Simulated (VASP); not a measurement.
Here is a VASP 6.6.1 calculation.

The input INCAR:

```
SYSTEM = Pd
PREC = Accurate
ENCUT = 500
EDIFF = 1E-7
ISMEAR = -1
SIGMA = 0.1
LREAL = .FALSE.
LASPH = .TRUE.
NELM = 120
ALGO = Normal
ISIF = 3
LWAVE = .FALSE.
LCHARG = .FALSE.
IBRION = 2
NSW = 80
EDIFFG = -0.03
GGA_COMPAT = .FALSE.
NELMIN = 4
```

Contents of KPOINTS:

```
Automatic mesh
0
G
  7 7 7
  0 0 0
```

POSCAR

```
Pd
1.0
    2.5300000000      0.0000000000      0.0000000000
    0.0000000000      2.5300000000      0.0000000000
    0.0000000000      0.0000000000      2.5300000000
Pd
1
Direct
    0.0000000000      0.0000000000      0.0000000000
```

Potentials or basis: VASP PAW LDA potentials, release 64 (Pd).

Launch:

```sh
$ cat potpaw_LDA.64/Pd/POTCAR > POTCAR
$ mpirun -np 1 vasp_std > vasp.out
```

Question: Estimate the relaxed volume.

Answer: 16.24 Å³/atom.

Question: Predict the band gap on the k mesh.

Answer: Zero (band 5 reaches 9.18 eV, above the bottom of band 6 at 7.66 eV).

Question: What does it give for the relaxed cell?

Answer: a = 2.533 Å, b = 2.533 Å, c = 2.533 Å, α = 90.00°, β = 90.00°, γ = 90.00°.

Final structure:
```xyz
1
Lattice="2.5326 0.0000 0.0000 0.0000 2.5326 0.0000 0.0000 0.0000 2.5326" Properties=species:S:1:pos:R:3 pbc="T T T"
Pd    0.0000    0.0000    0.0000
```
